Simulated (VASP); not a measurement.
# Ga16AsP15 (P1) in VASP: further runs, part 3 of 3

VASP 6.6.1. The steps go on from the part before.

### Step 5. Single point, PBEsol

INCAR reads:

```
PREC = Accurate
ENCUT = 520
EDIFF = 1E-6
ISMEAR = -1
SIGMA = 0.05
LREAL = Auto
LASPH = T
NELM = 100
ALGO = Normal
ISIF = 2
LWAVE = F
LCHARG = T
GGA = PS
LELF = T
LVHAR = T
NBANDS = 486
ISYM = 0
LUSENCCL = F
```

KPOINTS reads:

```
Automatic mesh
0
Gamma
  1 1 1
  0.25 0.25 0.25
```

POSCAR reads:

```
Ga16AsP15
1.0
   11.5165107371     -0.0000000011      0.0000000000
   -0.0000019992     13.3147593203      0.0000000000
    0.0000000000      0.0000000000     12.6734358857
Ga P As
48 45 3
Direct
    0.9992970000      0.1667380000      0.9996640000
    0.9959930000      0.1684540000      0.5018220000
    0.3339500000      0.1668270000      0.9984320000
    0.3372710000      0.1692550000      0.4969250000
    0.1662300000      0.4169800000      0.0007730000
    0.1667410000      0.4164200000      0.5003860000
    0.9999230000      0.6662270000      0.0006230000
    0.9994160000      0.6655670000      0.5003030000
    0.6671810000      0.1666910000      0.0006750000
    0.6671470000      0.1665250000      0.5004030000
    0.5007650000      0.4170210000      0.0008950000
    0.5008150000      0.4171920000      0.5001500000
    0.3334160000      0.6662920000      0.0003320000
    0.3338440000      0.6650270000      0.5007120000
    0.1666880000      0.9152710000      0.9992910000
    0.1661670000      0.9117930000      0.5022590000
    0.8334390000      0.4163120000      0.0003840000
    0.8328890000      0.4169810000      0.5005800000
    0.6670780000      0.6665480000      0.0003310000
    0.6671370000      0.6665200000      0.5007340000
    0.5003740000      0.9158150000      0.9953930000
    0.4999890000      0.9165180000      0.4995910000
    0.8332720000      0.9163460000      0.0004420000
    0.8341590000      0.9165690000      0.5008100000
    0.1662020000      0.0827910000      0.2438140000
    0.1620370000      0.0808650000      0.7515500000
    0.9995090000      0.3325160000      0.2506630000
    0.9997840000      0.3334690000      0.7506910000
    0.4999960000      0.0877030000      0.2507150000
    0.5043930000      0.0812330000      0.7512590000
    0.3324750000      0.3346860000      0.2490860000
    0.3331730000      0.3386880000      0.7525470000
    0.1655030000      0.5827710000      0.2505740000
    0.1655300000      0.5839600000      0.7503810000
    0.9994860000      0.8333610000      0.2501240000
    0.9984520000      0.8321720000      0.7507640000
    0.8328340000      0.0832480000      0.2504260000
    0.8325620000      0.0835030000      0.7507750000
    0.6669510000      0.3342040000      0.2505900000
    0.6661480000      0.3333740000      0.7505920000
    0.4998670000      0.5835460000      0.2504560000
    0.5003240000      0.5839870000      0.7506260000
    0.3286430000      0.8305880000      0.2521910000
    0.3330110000      0.8325910000      0.7495360000
    0.8336090000      0.5824950000      0.2502230000
    0.8330210000      0.5824230000      0.7506730000
    0.6707750000      0.8308260000      0.2523660000
    0.6674970000      0.8324780000      0.7491430000
    0.9988150000      0.1666910000      0.1859130000
    0.9983920000      0.1668770000      0.6881900000
    0.3332170000      0.1683500000      0.1853340000
    0.1652670000      0.4167770000      0.1872870000
    0.1657560000      0.4178080000      0.6872360000
    0.9997250000      0.6667270000      0.1873860000
    0.9989390000      0.6662730000      0.6870970000
    0.6675900000      0.1681440000      0.1872120000
    0.6676680000      0.1670500000      0.6869970000
    0.5004030000      0.4171220000      0.1873760000
    0.5007440000      0.4179900000      0.6871270000
    0.3323780000      0.6652240000      0.1872690000
    0.3332090000      0.6659700000      0.6872730000
    0.1657450000      0.9152190000      0.1856350000
    0.1653230000      0.9147040000      0.6883310000
    0.8339240000      0.4163850000      0.1871850000
    0.8331610000      0.4162000000      0.6873650000
    0.6674970000      0.6655430000      0.1872180000
    0.6673370000      0.6660800000      0.6872250000
    0.5006520000      0.9154570000      0.6866970000
    0.8338760000      0.9167420000      0.1872800000
    0.8336120000      0.9171270000      0.6872760000
    0.1658630000      0.0825400000      0.9380640000
    0.9990840000      0.3339820000      0.4375390000
    0.9999340000      0.3333080000      0.9371960000
    0.5014470000      0.0834710000      0.4367660000
    0.5010060000      0.0831560000      0.9370480000
    0.3339530000      0.3353160000      0.4357510000
    0.3333030000      0.3345090000      0.9385070000
    0.1663230000      0.5828500000      0.4373840000
    0.1663450000      0.5832550000      0.9372540000
    0.9991040000      0.8316460000      0.4370350000
    0.9991830000      0.8325210000      0.9372830000
    0.8323820000      0.0828510000      0.4371530000
    0.8328550000      0.0828080000      0.9373510000
    0.6666970000      0.3330270000      0.4374270000
    0.6665090000      0.3330830000      0.9373400000
    0.5007030000      0.5833210000      0.4371710000
    0.5001380000      0.5833080000      0.9374780000
    0.3331690000      0.8312740000      0.4385060000
    0.3329240000      0.8322750000      0.9358010000
    0.8327060000      0.5828860000      0.4370380000
    0.8332400000      0.5827680000      0.9374570000
    0.6674080000      0.8329750000      0.4385370000
    0.6675370000      0.8325100000      0.9357990000
    0.3335490000      0.1674990000      0.6881700000
    0.4998770000      0.9161200000      0.1870710000
    0.1659170000      0.0823480000      0.4353890000
```

Potentials or basis: VASP PAW PBE potentials, release 64 (Ga_d, P, As).

Launch:

```bash
$ cat potpaw_PBE.64/Ga_d/POTCAR potpaw_PBE.64/P/POTCAR potpaw_PBE.64/As/POTCAR > POTCAR
$ mpirun -np 1 vasp_std > vasp.out
```

OUTCAR:

```text
PREC = Accurate
   ENCUT = 520
   EDIFF = 1E-6
   ISMEAR = -1
   LREAL = Auto
   LASPH = T
   NELM = 100
   ISIF = 2
   GGA = PS
   ISYM = 0

 ion  position               nearest neighbor table
   1  0.999  0.167  1.000-  73 2.35  71 2.35  83 2.36  49 2.36
   2  0.996  0.168  0.502-  82 2.35  72 2.35  50 2.36  96 2.42
   3  0.334  0.167  0.998-  75 2.36  77 2.36  71 2.36  51 2.37
   4  0.337  0.169  0.497-  74 2.34  76 2.34  96 2.42  94 2.42
   5  0.166  0.417  0.001-  77 2.35  79 2.36  73 2.36  52 2.36
   6  0.167  0.416  0.500-  76 2.35  78 2.36  72 2.36  53 2.37
[... 88 lines left out ...]
  95  0.500  0.916  0.187-  47 2.42  43 2.42  29 2.42  21 2.43
  96  0.166  0.082  0.435-   4 2.42   2 2.42  16 2.42  25 2.43

IMPORTANT INFORMATION: All symmetrisations will be switched off!
NOSYMM: (Re-)initialisation of all symmetry stuff for point group C_1.

----------------------------------------------------------------------------------------

                                     Primitive cell

  volume of cell :    1943.3392

  direct lattice vectors                    reciprocal lattice vectors
    11.516510737 -0.000000001  0.000000000     0.086831856  0.000000013 -0.000000000
    -0.000001999 13.314759320  0.000000000     0.000000000  0.075104625 -0.000000000
     0.000000000  0.000000000 12.673435886    -0.000000000 -0.000000000  0.078905201

  length of vectors
    11.516510737 13.314759320 12.673435886     0.086831856  0.075104625  0.078905201

  position of ions in fractional coordinates (direct lattice)
     0.999297000  0.166738000  0.999664000
     0.995993000  0.168454000  0.501822000
     0.333950000  0.166827000  0.998432000
     0.337271000  0.169255000  0.496925000
     0.166230000  0.416980000  0.000773000
     0.166741000  0.416420000  0.500386000
[... 88 lines left out ...]
     0.499877000  0.916120000  0.187071000
     0.165917000  0.082348000  0.435389000

  ion indices of the primitive-cell ions
   primitive index   ion index
                 1           1
                 2           2
                 3           3
                 4           4
                 5           5
                 6           6
[... 88 lines left out ...]
                95          95
                96          96

----------------------------------------------------------------------------------------

 KPOINTS: Automatic mesh

Automatic generation of k-mesh.
 Grid dimensions read from file:
 generate k-points for:    1    1    1

 Generating k-lattice:

  Cartesian coordinates                     Fractional coordinates (reciprocal lattice)
     0.086831856  0.000000013 -0.000000000     1.000000000  0.000000000  0.000000000
     0.000000000  0.075104625 -0.000000000     0.000000000  1.000000000  0.000000000
    -0.000000000 -0.000000000  0.078905201     0.000000000  0.000000000  1.000000000

  Length of vectors
     0.086831856  0.075104625  0.078905201

  Shift w.r.t. Gamma in fractional coordinates (k-lattice)
     0.250000000  0.250000000  0.250000000

 Subroutine IBZKPT returns following result:
 ===========================================

 Found      4 irreducible k-points:

 Following reciprocal coordinates:
            Coordinates               Weight
  0.250000  0.250000  0.250000      2.000000
  0.250000 -0.250000 -0.250000      2.000000
 -0.250000 -0.250000  0.250000      2.000000
 -0.250000  0.250000 -0.250000      2.000000
   k-points           NKPTS =      4   k-points in BZ     NKDIM =      4   number of bands    NBANDS=    486
   number of dos      NEDOS =    301   number of ions     NIONS =     96
   total plane-waves  NPLWV = 864000
   dimension x,y,z NGX =    90 NGY =  100 NGZ =   96
   dimension x,y,z NGXF=   180 NGYF=  200 NGZF=  192
   ions per type =              48  45   3
   NGX,Y,Z   is equivalent  to a cutoff of  12.99, 12.49, 12.59 a.u.
   NGXF,Y,Z  is equivalent  to a cutoff of  25.98, 24.97, 25.19 a.u.
 SYSTEM =  unknown system
   PREC   = accura    normal or accurate (medium, high low for compatibility)
   ISTART =      0    job   : 0-new  1-cont  2-samecut
   ICHARG =      2    charge: 1-file 2-atom 10-const
   ISPIN  =      1    spin polarized calculation?
   LNONCOLLINEAR =      F non collinear calculations
   LSORBIT =      F    spin-orbit coupling
   LASPH  =      T    aspherical Exc in radial PAW
   ENCUT  =  520.0 eV  38.22 Ry    6.18 a.u.  21.41 24.76 23.56*2*pi/ulx,y,z
   NELM   =    100;   NELMIN=  2; NELMDL= -5     # of ELM steps
   EDIFF  = 0.1E-05   stopping-criterion for ELM
   LREAL  =      T    real-space projection
   EDIFFG = 0.1E-04   stopping-criterion for IOM
   NSW    =      0    number of steps for IOM
   IBRION =     -1    ionic relax: 0-MD 1-quasi-New 2-CG
   NFREE  =      0    steps in history (QN), initial steepest desc. (CG)
   ISIF   =      2    stress and relaxation
   ISYM   =      0    0-nonsym 1-usesym 2-fastsym
   POTIM  = 0.5000    time-step for ionic-motion
   TEBEG  =    0.0;   TEEND  =   0.0 temperature during run
   PSTRESS=    0.0 pullay stress
   NELECT =     864.0000    total number of electrons
   NUPDOWN=      -1.0000    fix difference up-down
   EMIN   =  10.00;   EMAX   =-10.00  energy-range for DOS
   EFERMI =   0.00;   METHOD = LEGACY
   ISMEAR =    -1;   SIGMA  =   0.05  broadening in eV -4-tet -1-fermi 0-gaus
   EFERMI_NEDOS =   21; number of points for ismear=-14 and -15
   IALGO  =     38    algorithm
   IMIX   =      4    mixing-type and parameters
     AMIX     =   0.40;   BMIX     =  1.00
     AMIX_MAG =   1.60;   BMIX_MAG =  1.00
  volume/ion in A,a.u.               =      20.24       136.61
  Fermi-wavevector in a.u.,A,eV,Ry     =   1.249482  2.361178 21.241475  1.561204
  Thomas-Fermi vector in A             =   2.383520
   LORBIT       =      0    0 simple, 1 ext, 2 COOP (PROOUT), +10 PAW based schemes
   GGA     = PS    functional components
   LHFCALC =     F    Hartree Fock is set to
   AEXX    =    0.0000 exact exchange contribution
   IVDW    =     0    specifies the selected vdW correction
   LEPSILON=     F    determine dielectric tensor
   LRPA    =     F    only Hartree local field effects (RPA)
 non-spin polarized calculation
  energy-cutoff  :      520.00
  volume of cell :     1943.34
 maximum number of plane-waves:     52339
 NGX is ok and might be reduce to    90
   NGX = 43   NGY = 49   NGZ = 47

 number of electron     864.0000051 magnetization

 Free energy of the ion-electron system (eV)
  ---------------------------------------------------
  ext. energy  EPLUGINS =         0.00000000
  ---------------------------------------------------
  free energy    TOTEN  =      -473.09161827 eV

  energy without entropy =     -473.09161782  energy(sigma->0) =     -473.09161805

 E-fermi :   5.2793     XC(G=0): -10.0321

 val. band max:        4.4926668226   @ k =  -0.2500   0.2500  -0.2500
 cond. band min:       6.0707246310   @ k =   0.2500  -0.2500  -0.2500
 fundamental gap:      1.5780578085
 Fermi energy:         5.2792963404

 k-point     1 :       0.2500    0.2500    0.2500
  band No.  band energies     occupation
      1     -10.1037      2.00000
      2     -10.1027      2.00000
      3     -10.1021      2.00000
      4     -10.0967      2.00000
      5     -10.0961      2.00000
      6     -10.0957      2.00000
[... 436 lines left out ...]
    443       6.7816      0.00000
    444       6.8468      0.00000

 k-point     2 :       0.2500   -0.2500   -0.2500
  band No.  band energies     occupation
      1     -10.1037      2.00000
      2     -10.1027      2.00000
      3     -10.1021      2.00000
      4     -10.0967      2.00000
      5     -10.0963      2.00000
      6     -10.0954      2.00000
[... 436 lines left out ...]
    443       6.7823      0.00000
    444       6.8381      0.00000

 k-point     3 :      -0.2500   -0.2500    0.2500
  band No.  band energies     occupation
      1     -10.1037      2.00000
      2     -10.1027      2.00000
      3     -10.1021      2.00000
      4     -10.0966      2.00000
      5     -10.0962      2.00000
      6     -10.0955      2.00000
[... 436 lines left out ...]
    443       6.7820      0.00000
    444       6.8487      0.00000

 k-point     4 :      -0.2500    0.2500   -0.2500
  band No.  band energies     occupation
      1     -10.1037      2.00000
      2     -10.1027      2.00000
      3     -10.1021      2.00000
      4     -10.0966      2.00000
      5     -10.0962      2.00000
      6     -10.0956      2.00000
[... 436 lines left out ...]
    443       6.7831      0.00000
    444       6.8386      0.00000
 [bands above 444 left out]

------------------------ aborting loop because EDIFF is reached ----------------------------------------

  FORCE on cell =-STRESS in cart. coord.  units (eV):
  Direction    XX          YY          ZZ          XY          YZ          ZX
  --------------------------------------------------------------------------------------
  -------------------------------------------------------------------------------------
  Total       -0.8269280     -0.7730795     -0.8069614     -0.7222863     -0.0909638     -0.0466191
  in kB       -0.6817571     -0.6373619     -0.6652957     -0.5954857     -0.0749947     -0.0384349
  external PRESSURE =      -0.6614716 kB  Pullay stress =       0.0000000 kB

 VOLUME and BASIS-vectors are now :
 -----------------------------------------------------------------------------
  energy-cutoff  :      520.00
  volume of cell :     1943.34
      direct lattice vectors                 reciprocal lattice vectors
    11.516510737 -0.000000001  0.000000000     0.086831856  0.000000013 -0.000000000
    -0.000001999 13.314759320  0.000000000     0.000000000  0.075104625 -0.000000000
     0.000000000  0.000000000 12.673435886    -0.000000000 -0.000000000  0.078905201

 POSITION                                       TOTAL-FORCE (eV/Angst)
 -----------------------------------------------------------------------------------
     11.50841      2.22008     12.66918        -0.024265     -0.003929      0.001113
     11.47036      2.24292      6.35981        -0.038239      0.006534      0.007229
      3.84594      2.22126     12.65356        -0.026418     -0.002428     -0.002518
      3.88418      2.25359      6.29775        -0.001612      0.012042     -0.015323
      1.91439      5.55199      0.00980        -0.023245     -0.003005      0.003418
      1.92027      5.54453      6.34161        -0.024440     -0.002389     -0.002204
[... 88 lines left out ...]
      5.75684     12.19792      2.37083        -0.023193     -0.009092      0.000838
      1.91078      1.09644      5.51787         0.019129      0.013052      0.003547
 -----------------------------------------------------------------------------------
    total drift:                               -0.001376     -0.018177     -0.021087

  FREE ENERGIE OF THE ION-ELECTRON SYSTEM (eV)
  ---------------------------------------------------
  free  energy   TOTEN  =      -473.0916182712 eV

  energy  without entropy=     -473.0916178210  energy(sigma->0) =     -473.09161805
```

Wall time 5.7 min (1 × NVIDIA H100 80GB with 1 thread of AMD EPYC 7R13 (Zen 3), shared host); peak memory 3.6 GiB.

Results:

* Free energy: -473.0916 eV
* Pressure: -0.1 GPa
* Largest force: 0.040 eV/Å
* Band gap on the k mesh: 1.58 eV

Forces in eV/Å, atoms in the order of the input:
```
Ga  -0.024 -0.004  0.001
Ga  -0.038  0.007  0.007
Ga  -0.026 -0.002 -0.003
Ga  -0.002  0.012 -0.015
Ga  -0.023 -0.003  0.003
Ga  -0.024 -0.002 -0.002
Ga  -0.024 -0.004  0.001
Ga  -0.023 -0.003 -0.003
Ga  -0.026 -0.004  0.003
Ga  -0.028 -0.004 -0.005
Ga  -0.028 -0.001  0.002
Ga  -0.027  0.000 -0.003
Ga  -0.026 -0.003  0.002
Ga  -0.024 -0.001  0.000
Ga  -0.026 -0.001  0.001
Ga  -0.022 -0.017  0.007
Ga  -0.024 -0.004  0.002
Ga  -0.025 -0.002 -0.003
Ga  -0.026 -0.004  0.001
Ga  -0.025 -0.001  0.000
Ga  -0.024 -0.004 -0.015
Ga  -0.022  0.001 -0.005
Ga  -0.025 -0.005  0.000
Ga  -0.025 -0.005  0.003
Ga   0.022 -0.004 -0.023
Ga   0.009 -0.013  0.000
Ga   0.024 -0.002 -0.003
Ga   0.018 -0.004  0.001
Ga   0.021  0.012  0.003
Ga   0.038 -0.013  0.003
Ga   0.025 -0.006 -0.004
Ga   0.019  0.013  0.000
Ga   0.023 -0.004 -0.001
Ga   0.022 -0.004 -0.002
Ga   0.023 -0.004  0.000
Ga   0.024 -0.007  0.000
Ga   0.023 -0.002  0.001
Ga   0.022 -0.003  0.000
Ga   0.023 -0.006  0.001
Ga   0.022 -0.001  0.001
Ga   0.022 -0.004  0.000
Ga   0.021 -0.003 -0.003
Ga   0.009 -0.012  0.003
Ga   0.021 -0.008 -0.003
Ga   0.021 -0.005  0.001
Ga   0.024 -0.004 -0.001
Ga   0.036 -0.012  0.002
Ga   0.021 -0.007 -0.003
P   -0.021  0.006  0.004
P   -0.019  0.011  0.007
P   -0.017  0.006 -0.003
P   -0.023  0.003  0.006
P   -0.018  0.009  0.004
P   -0.020  0.007  0.004
P   -0.022  0.007  0.004
P   -0.021  0.008  0.007
P   -0.018 -0.004  0.004
P   -0.021  0.005  0.004
P   -0.017  0.010  0.006
P   -0.025  0.005  0.004
P   -0.017  0.009  0.005
P   -0.020  0.011  0.001
P   -0.023  0.004  0.004
P   -0.019  0.008  0.003
P   -0.021  0.008  0.004
P   -0.016  0.008  0.002
P   -0.015  0.013  0.005
P   -0.019  0.007  0.004
P   -0.019 -0.001  0.004
P   -0.019  0.007  0.005
P    0.023 -0.001  0.001
P    0.021 -0.003  0.001
P    0.023  0.001 -0.002
P    0.020 -0.005  0.000
P    0.026  0.003 -0.004
P    0.024  0.003 -0.002
P    0.023  0.002  0.001
P    0.022  0.002 -0.001
P    0.022  0.001 -0.003
P    0.019 -0.001 -0.002
P    0.024  0.001 -0.004
P    0.025  0.008  0.001
P    0.023  0.002 -0.005
P    0.023  0.000  0.002
P    0.022  0.001 -0.002
P    0.025  0.002  0.000
P    0.024  0.000 -0.002
P    0.022  0.001  0.001
P    0.024  0.003 -0.004
P    0.020 -0.002 -0.002
P    0.022  0.003 -0.003
P    0.024  0.001  0.001
P    0.020  0.002 -0.004
As  -0.031 -0.016 -0.009
As  -0.023 -0.009  0.001
As   0.019  0.013  0.004
```

Caveat: the PAW data sets were made with another functional, which shifts forces and pressure a little; a shifted mesh leaves out Γ, where band edges can lie. A k mesh can miss the band edges.

### Step 6. The runs side by side

```tsv
cell	cutoff (eV)	gap on the mesh (eV)	pressure (GPa)	largest force (eV/Å)
a = 11.528, b = 13.312, c = 12.662 Å, 96 atoms, atomic positions A	500	1.59	0.1	1.14
a = 11.517, b = 13.315, c = 12.673 Å, 96 atoms, atomic positions B	500	1.59	-0.1	0.03
a = 11.528, b = 13.312, c = 12.662 Å, 96 atoms, atomic positions A	520	1.58	0.1	1.14
a = 11.517, b = 13.315, c = 12.673 Å, 96 atoms, atomic positions B	520	1.58	-0.1	0.04
```

Alike in all rows: task single point; level PBEsol; potentials or basis VASP PAW PBE potentials, release 64 (Ga_d, P, As); no spin polarisation; k mesh 1 × 1 × 1, shifted; smearing fermi-dirac 0.05 eV.

Caveats: the PAW data sets were made with another functional, which shifts forces and pressure a little; a shifted mesh leaves out Γ, where band edges can lie.

Total energies depend on the potentials used, so only differences within one code and one set of settings carry meaning.
